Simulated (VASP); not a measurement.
Write the native input for VASP 6.6.1 that does the following.

```yaml
Task: single point
Functional: PBE
Potentials_or_basis: VASP PAW PBE potentials, release 64 (Zr_sv, Sn_d, Se)
Cutoff: 520 eV
k_mesh: 6 × 6 × 4
Occupations: gaussian, width 0.1 eV
Spin: no spin polarisation
Dipole_correction: no
Further_INCAR_settings: ALGO = Normal; EDIFF = 1e-07; NBANDS = 30
```

The structure of ZrSnSe3 lies in POSCAR:

```
ZrSnSe3
1.0
    4.8386482600      0.0000000000      0.0000000000
   -2.4193241300      4.1903923100      0.0000000000
    0.0000000000      0.0000000000      5.8073523500
Zr Sn Se
1 1 3
Direct
    0.3333333300      0.6666666700      0.0000000000
    0.0000000000      0.0000000000      0.5000000000
    0.6666666700      0.3333333300      0.2489190000
    0.6666666700      0.3333333300      0.7510810000
    0.0000000000      0.0000000000      0.0000000000
```

These files were run (other wordings do the same):

INCAR

```
SYSTEM = ZrSnSe3
PREC = Accurate
ENCUT = 520
EDIFF = 1E-7
ISMEAR = 0
SIGMA = 0.1
LREAL = .FALSE.
LASPH = .TRUE.
NELM = 100
ALGO = Normal
ISIF = 2
LWAVE = .FALSE.
LCHARG = .TRUE.
GGA = PE
LELF = .TRUE.
LVHAR = .TRUE.
NBANDS = 30
```

KPOINTS

```
Automatic mesh
0
G
  6 6 4
  0 0 0
```

Potentials or basis: VASP PAW PBE potentials, release 64 (Zr_sv, Sn_d, Se).

Command:

```sh
$ cat potpaw_PBE.64/Zr_sv/POTCAR potpaw_PBE.64/Sn_d/POTCAR potpaw_PBE.64/Se/POTCAR > POTCAR
$ mpirun -np 1 vasp_std > vasp.out
```

It gave:

```json
{"Pressure": "0.9 GPa", "Largest force": "0.047 eV/Å", "Band gap on the k mesh": "zero (band 22 reaches 7.28 eV, above the bottom of band 23 at 6.09 eV)"}
```

Caveat: spin-orbit coupling is left out, which moves the levels of the heavy elements.

Wall time 32 s on 1 thread of Intel(R) Xeon(R) 6975P-C (Granite Rapids) (shared host), peak memory 0.29 GiB.
